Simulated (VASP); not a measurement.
The system is CaAl2Si6O16.

```
Ca Al Si O
1.0
     4.98720    0.00000    0.00000
     0.25956    8.58222    0.00000
     0.11702    0.11266    8.80612
Ca Al Si O
1 2 6 16
Cartesian
  4.4588 8.3069 4.4726
  3.2867 5.8293 6.0245
  4.4850 7.1096 1.6279
  4.5553 1.7068 1.5489
  3.1261 2.6823 5.8466
  2.1919 2.8883 2.9597
  0.6354 1.5073 7.2897
  2.0386 6.0352 3.1464
  0.8782 7.0420 7.4218
  5.1250 6.8921 0.0774
  2.7610 6.6414 4.5050
  1.8371 2.5128 6.8413
  0.8790 2.0642 2.4657
  1.4692 8.5842 7.1085
  1.8006 4.4074 3.3381
  4.0163 0.2647 2.0649
  3.7113 4.1546 5.8167
  4.3372 1.5925 6.2248
  3.3815 2.8151 1.8414
  2.7114 2.0919 4.3381
  5.0764 1.8729 8.7741
  0.5735 6.7575 3.0225
  2.0635 5.9898 7.2211
  2.9689 6.3170 1.8729
  4.6944 6.8760 6.2677
```

Base run:

```yaml
Program: VASP 6.6.1
Functional: PBE
Potentials_or_basis: VASP PAW PBE potentials, release 64 (Ca_sv, Al, Si, O)
Cutoff: 520 eV
k_mesh: 5 × 3 × 3
Occupations: fermi-dirac, width 0.02 eV
Spin: no spin polarisation
```

Its results: band gap on the k mesh 4.53 eV, indirect (the least direct gap lies 4.4 meV higher); pressure -0.1 GPa; largest force 0.041 eV/Å.

The run is repeated on the same cell with these changes: functional from PBE to PBEsol. What comes out?

Band gap on the k mesh 4.49 eV, indirect (the least direct gap lies 4.6 meV higher); pressure -2.1 GPa; largest force 0.142 eV/Å.

PBEsol binds more tightly than PBE, so the same cell stands under less pressure.

Caveats: the PAW data sets were made with another functional, which shifts forces and pressure a little (some runs).

A k mesh can miss the band edges.
